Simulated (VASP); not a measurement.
# WSe2 (P6_3/mmc) in VASP: further runs, part 2 of 3

VASP 6.6.1.

### Step 3. Single point, PBE

INCAR reads:

```
ALGO = Normal ; EDIFF = 1E-6
ENCUT = 520 ; GGA = PE
ISIF = 2 ; ISMEAR = 0
LASPH = T ; LCHARG = F
LREAL = F ; LWAVE = F
NBANDS = 35 ; NELM = 80
PREC = Accurate ; SIGMA = 0.02
```

KPOINTS reads:

```
k-points
0
Gamma
  12 12 2
```

POSCAR reads:

```
WSe2
1.0
    3.2984508921      0.0000000000      0.0000000000
   -1.6492254461      2.8565422657      0.0000000000
    0.0000000000      0.0000000000     13.2131006004
W Se
2 4
Direct
    0.6666666667      0.3333333333      0.7500000000
    0.3333333333      0.6666666667      0.2500000000
    0.3333333333      0.6666666667      0.8772941367
    0.6666666667      0.3333333333      0.3772941367
    0.3333333333      0.6666666667      0.6227058633
    0.6666666667      0.3333333333      0.1227058633
```

Potentials or basis: VASP PAW PBE potentials, release 64 (W_sv, Se).

Run with:

```bash
cat potpaw_PBE.64/W_sv/POTCAR potpaw_PBE.64/Se/POTCAR > POTCAR
mpirun -np 1 vasp_std > vasp.out
```

OUTCAR:

```text
EDIFF = 1E-6
   ENCUT = 520
   GGA = PE
   ISIF = 2
   ISMEAR = 0
   LASPH = T
   LREAL = F
   NELM = 80
   PREC = Accurate

 ion  position               nearest neighbor table
   1  0.667  0.333  0.750-   3 2.54   5 2.54   3 2.54   5 2.54   3 2.54   5 2.54
   2  0.333  0.667  0.250-   4 2.54   6 2.54   4 2.54   6 2.54   4 2.54   6 2.54
   3  0.333  0.667  0.877-   1 2.54   1 2.54   1 2.54
   4  0.667  0.333  0.377-   2 2.54   2 2.54   2 2.54
   5  0.333  0.667  0.623-   1 2.54   1 2.54   1 2.54
   6  0.667  0.333  0.123-   2 2.54   2 2.54   2 2.54

  LATTYP: Found a hexagonal cell.
 ALAT       =     3.2984508921
 C/A-ratio  =     4.0058503318

  Lattice vectors:

 A1 = (   3.2984508921,   0.0000000000,   0.0000000000)
 A2 = (  -1.6492254461,   2.8565422657,   0.0000000000)
 A3 = (   0.0000000000,   0.0000000000,  13.2131006004)

Analysis of symmetry for initial positions (statically):
=====================================================================
 Subroutine PRICEL returns:
 Original cell was already a primitive cell.

 Routine SETGRP: Setting up the symmetry group for a
 hexagonal supercell.

 Subroutine GETGRP returns: Found 24 space group operations
 (whereof 12 operations were pure point group operations)
 out of a pool of 24 trial point group operations.

The static configuration has the point symmetry D_3d.
 The point group associated with its full space group is D_6h.

Analysis of symmetry for dynamics (positions and initial velocities):
=====================================================================
 Subroutine PRICEL returns:
 Original cell was already a primitive cell.

 Routine SETGRP: Setting up the symmetry group for a
 hexagonal supercell.

 Subroutine GETGRP returns: Found 24 space group operations
 (whereof 12 operations were pure point group operations)
 out of a pool of 24 trial point group operations.

The dynamic configuration has the point symmetry D_3d.
 The point group associated with its full space group is D_6h.

 Subroutine INISYM returns: Found 24 space group operations
 (whereof 12 operations are pure point group operations),
 and found     1 'primitive' translations

----------------------------------------------------------------------------------------

                                     Primitive cell

  volume of cell :     124.4960

  direct lattice vectors                    reciprocal lattice vectors
     3.298450892  0.000000000  0.000000000     0.303172620  0.175036794  0.000000000
    -1.649225446  2.856542266  0.000000000     0.000000000  0.350073588  0.000000000
     0.000000000  0.000000000 13.213100600     0.000000000  0.000000000  0.075682463

  length of vectors
     3.298450892  3.298450892 13.213100600     0.350073588  0.350073588  0.075682463

  position of ions in fractional coordinates (direct lattice)
     0.666666667  0.333333333  0.750000000
     0.333333333  0.666666667  0.250000000
     0.333333333  0.666666667  0.877294137
     0.666666667  0.333333333  0.377294137
[... 35 lines left out ...]

 Found     38 irreducible k-points:

 Following reciprocal coordinates:
            Coordinates               Weight
  0.000000  0.000000  0.000000      1.000000
  0.083333 -0.000000  0.000000      6.000000
  0.166667  0.000000  0.000000      6.000000
  0.250000 -0.000000  0.000000      6.000000
  0.333333 -0.000000  0.000000      6.000000
  0.416667 -0.000000  0.000000      6.000000
[... 16 lines left out ...]
  0.250000 -0.000000  0.500000      6.000000
  0.333333 -0.000000  0.500000      6.000000
 [... further k-points ...]
   k-points           NKPTS =     38   k-points in BZ     NKDIM =     38   number of bands    NBANDS=     35
   number of dos      NEDOS =    301   number of ions     NIONS =      6
   total plane-waves  NPLWV =  76832
   dimension x,y,z NGX =    28 NGY =   28 NGZ =   98
   dimension x,y,z NGXF=    56 NGYF=   56 NGZF=  196
   ions per type =               2   4
   NGX,Y,Z   is equivalent  to a cutoff of  14.11, 14.11, 12.33 a.u.
   NGXF,Y,Z  is equivalent  to a cutoff of  28.22, 28.22, 24.66 a.u.
 SYSTEM =  unknown system
   PREC   = accura    normal or accurate (medium, high low for compatibility)
   ISTART =      0    job   : 0-new  1-cont  2-samecut
   ICHARG =      2    charge: 1-file 2-atom 10-const
   ISPIN  =      1    spin polarized calculation?
   LNONCOLLINEAR =      F non collinear calculations
   LSORBIT =      F    spin-orbit coupling
   LASPH  =      T    aspherical Exc in radial PAW
   ENCUT  =  520.0 eV  38.22 Ry    6.18 a.u.   6.13  6.13 24.57*2*pi/ulx,y,z
   NELM   =     80;   NELMIN=  2; NELMDL= -5     # of ELM steps
   EDIFF  = 0.1E-05   stopping-criterion for ELM
   LREAL  =      F    real-space projection
   EDIFFG = 0.1E-04   stopping-criterion for IOM
   NSW    =      0    number of steps for IOM
   IBRION =     -1    ionic relax: 0-MD 1-quasi-New 2-CG
   NFREE  =      0    steps in history (QN), initial steepest desc. (CG)
   ISIF   =      2    stress and relaxation
   ISYM   =      2    0-nonsym 1-usesym 2-fastsym
   POTIM  = 0.5000    time-step for ionic-motion
   TEBEG  =    0.0;   TEEND  =   0.0 temperature during run
   PSTRESS=    0.0 pullay stress
   NELECT =      52.0000    total number of electrons
   NUPDOWN=      -1.0000    fix difference up-down
   EMIN   =  10.00;   EMAX   =-10.00  energy-range for DOS
   EFERMI =   0.00;   METHOD = LEGACY
   ISMEAR =     0;   SIGMA  =   0.02  broadening in eV -4-tet -1-fermi 0-gaus
   EFERMI_NEDOS =   21; number of points for ismear=-14 and -15
   IALGO  =     38    algorithm
   IMIX   =      4    mixing-type and parameters
     AMIX     =   0.40;   BMIX     =  1.00
     AMIX_MAG =   1.60;   BMIX_MAG =  1.00
  volume/ion in A,a.u.               =      20.75       140.02
  Fermi-wavevector in a.u.,A,eV,Ry     =   1.223745  2.312542 20.375418  1.497551
  Thomas-Fermi vector in A             =   2.358844
   LORBIT       =      0    0 simple, 1 ext, 2 COOP (PROOUT), +10 PAW based schemes
   GGA     = PE    functional components
   LHFCALC =     F    Hartree Fock is set to
   AEXX    =    0.0000 exact exchange contribution
   IVDW    =     0    specifies the selected vdW correction
   LEPSILON=     F    determine dielectric tensor
   LRPA    =     F    only Hartree local field effects (RPA)
 non-spin polarized calculation
 Gauss-broadening in eV      SIGMA  =   0.02
  energy-cutoff  :      520.00
  volume of cell :      124.50
 maximum number of plane-waves:      3397
 NGX is ok and might be reduce to    28
   NGX = 13   NGY = 13   NGZ = 49

 number of electron      51.9999998 magnetization

 Free energy of the ion-electron system (eV)
  ---------------------------------------------------
  ext. energy  EPLUGINS =         0.00000000
  ---------------------------------------------------
  free energy    TOTEN  =       -43.17959844 eV

  energy without entropy =      -43.17959844  energy(sigma->0) =      -43.17959844

 E-fermi :   6.2161     XC(G=0): -10.6117

 val. band max:        5.9397540380   @ k =   0.0000   0.0000   0.0000
 cond. band min:       6.9861461976   @ k =   0.1667   0.1667   0.0000
 fundamental gap:      1.0463921596
 Fermi energy:         6.2160879488

 k-point     1 :       0.0000    0.0000    0.0000
  band No.  band energies     occupation
      1     -68.3425      2.00000
      2     -68.3424      2.00000
      3     -32.5782      2.00000
      4     -32.5782      2.00000
      5     -32.4576      2.00000
      6     -32.4576      2.00000
[... 901 lines left out ...]
     34       9.8972      0.00000
     35      11.5795      0.00000

 [... further k-points ...]

------------------------ aborting loop because EDIFF is reached ----------------------------------------

  FORCE on cell =-STRESS in cart. coord.  units (eV):
  Direction    XX          YY          ZZ          XY          YZ          ZX
  --------------------------------------------------------------------------------------
  -------------------------------------------------------------------------------------
  Total        1.7432867      1.7432867      1.8353365     -0.0000000     -0.0000000      0.0000000
  in kB       22.4348922     22.4348922     23.6195090     -0.0000000     -0.0000000      0.0000000
  external PRESSURE =      22.8297645 kB  Pullay stress =       0.0000000 kB

 VOLUME and BASIS-vectors are now :
 -----------------------------------------------------------------------------
  energy-cutoff  :      520.00
  volume of cell :      124.50
      direct lattice vectors                 reciprocal lattice vectors
     3.298450892  0.000000000  0.000000000     0.303172620  0.175036794  0.000000000
    -1.649225446  2.856542266  0.000000000     0.000000000  0.350073588  0.000000000
     0.000000000  0.000000000 13.213100600     0.000000000  0.000000000  0.075682463

 POSITION                                       TOTAL-FORCE (eV/Angst)
 -----------------------------------------------------------------------------------
      1.64923      0.95218      9.90983        -0.000000      0.000000      0.000000
     -0.00000      1.90436      3.30328         0.000000     -0.000000      0.000000
     -0.00000      1.90436     11.59178         0.000000     -0.000000      0.043434
      1.64923      0.95218      4.98523        -0.000000      0.000000      0.043434
     -0.00000      1.90436      8.22788         0.000000     -0.000000     -0.043434
      1.64923      0.95218      1.62132        -0.000000      0.000000     -0.043434
 -----------------------------------------------------------------------------------
    total drift:                               -0.000000      0.000000     -0.000000

  FREE ENERGIE OF THE ION-ELECTRON SYSTEM (eV)
  ---------------------------------------------------
  free  energy   TOTEN  =       -43.1795984427 eV

  energy  without entropy=      -43.1795984427  energy(sigma->0) =      -43.17959844
```

OSZICAR:

```text
N       E                     dE             d eps       ncg     rms          rms(c)
DAV:   1     0.497862458773E+03    0.49786E+03   -0.27719E+04  2964   0.144E+03
DAV:   2    -0.129874644467E+02   -0.51085E+03   -0.49274E+03  3122   0.387E+02
DAV:   3    -0.443774042353E+02   -0.31390E+02   -0.30789E+02  3282   0.894E+01
DAV:   4    -0.451238654289E+02   -0.74646E+00   -0.74140E+00  3158   0.138E+01
DAV:   5    -0.451340152612E+02   -0.10150E-01   -0.10140E-01  3228   0.175E+00    0.292E+01
DAV:   6    -0.435885504739E+02    0.15455E+01   -0.61243E+00  2976   0.163E+01    0.103E+01
DAV:   7    -0.433626013432E+02    0.22595E+00   -0.29266E+00  2831   0.824E+00    0.562E+00
DAV:   8    -0.431781686071E+02    0.18443E+00   -0.39257E-01  2962   0.432E+00    0.128E+00
DAV:   9    -0.431812444233E+02   -0.30758E-02   -0.61926E-02  3139   0.120E+00    0.909E-01
DAV:  10    -0.431796274242E+02    0.16170E-02   -0.13591E-02  2943   0.784E-01    0.141E-01
DAV:  11    -0.431796348078E+02   -0.73836E-05   -0.17111E-03  2888   0.267E-01    0.177E-01
DAV:  12    -0.431795912679E+02    0.43540E-04   -0.68476E-05  3076   0.516E-02    0.108E-01
DAV:  13    -0.431795971392E+02   -0.58713E-05   -0.72072E-05  2877   0.498E-02    0.820E-03
DAV:  14    -0.431795983865E+02   -0.12473E-05   -0.56083E-06  2903   0.119E-02    0.753E-03
DAV:  15    -0.431795984427E+02   -0.56210E-07   -0.61860E-07  1764   0.483E-03
   1 F= -.43179598E+02 E0= -.43179598E+02  d E =-.485041E-87
```

stdout:

```text
POSCAR found type information on POSCAR W Se
 POSCAR found :  2 types and       6 ions
 scaLAPACK will be used
 LDA part: xc-table for (Slater+PW92), standard interpolation
 POSCAR, INCAR and KPOINTS ok, starting setup
 FFT: planning ... GRIDC
 FFT: planning ... GRID_SOFT
 FFT: planning ... GRID
 WAVECAR not read
 entering main loop
```

Wall time 1.7 min (1 thread of Intel Xeon 6975P-C (Granite Rapids), shared host); peak memory 0.32 GiB.

Results:

```yaml
Free_energy: -43.1796 eV
Pressure: 2.3 GPa
Largest_force: 0.043 eV/Å
Band_gap_on_the_k_mesh: 1.05 eV (least direct gap 1.53 eV)
```

Forces on the atoms (eV/Å):
```
W    0.000  0.000  0.000
W    0.000  0.000  0.000
Se   0.000  0.000  0.043
Se   0.000  0.000  0.043
Se   0.000  0.000 -0.043
Se   0.000  0.000 -0.043
```

Caveat: spin-orbit coupling is left out, which moves the levels of the heavy elements; this functional lacks dispersion, which binds the layers, so the pressure and a relaxed spacing across them are unreliable. A k mesh can miss the band edges.

(Continued in part 3 of 3.)
